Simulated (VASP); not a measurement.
Runs of VASP 6.6.1 on Ag. The structure is that of space group Im-3m (No. 229), or close to it. The cells are those of the table. 

| task | cell | k mesh | cutoff (eV) | gap on the mesh (eV) | pressure (GPa) |
| --- | --- | --- | --- | --- | --- |
| single point | a = 2.937 Å, angles 109.5°, 1 atom | 14 × 14 × 14 | 520 | none | 0.1 |
| single point | a = 2.856 Å, angles 109.5°, 1 atom | 15 × 15 × 15 | 520 | none | (a) |
| single point | a = 2.897 Å, angles 109.5°, 1 atom | 15 × 15 × 15 | 520 | none | 2.9 |
| relaxation of cell and atoms | relaxed from a = 2.809 Å, angles 109.5°, 1 atom | 14 × 14 × 14 | 600 | none | 0.1 |
| single point | a = 2.814 Å, angles 109.5°, 1 atom | 15 × 15 × 15 | 520 | none | 12.2 |
| single point | a = 3.013 Å, angles 109.5°, 1 atom | 15 × 15 × 15 | 520 | none | -4.2 |

Alike in all rows: level BLYP; potentials or basis VASP PAW PBE potentials, release 64 (Ag); no spin polarisation; smearing fermi-dirac 0.1 eV.

**Question.** Estimate the missing entries.

**Answer.** (a) 6.9.

Caveats: the PAW data sets were made with another functional, which shifts forces and pressure a little.

A k mesh can miss the band edges, and the runs leave out spin-orbit coupling on Ag.

A gap of «none» marks levels without a gap at the run's occupations.
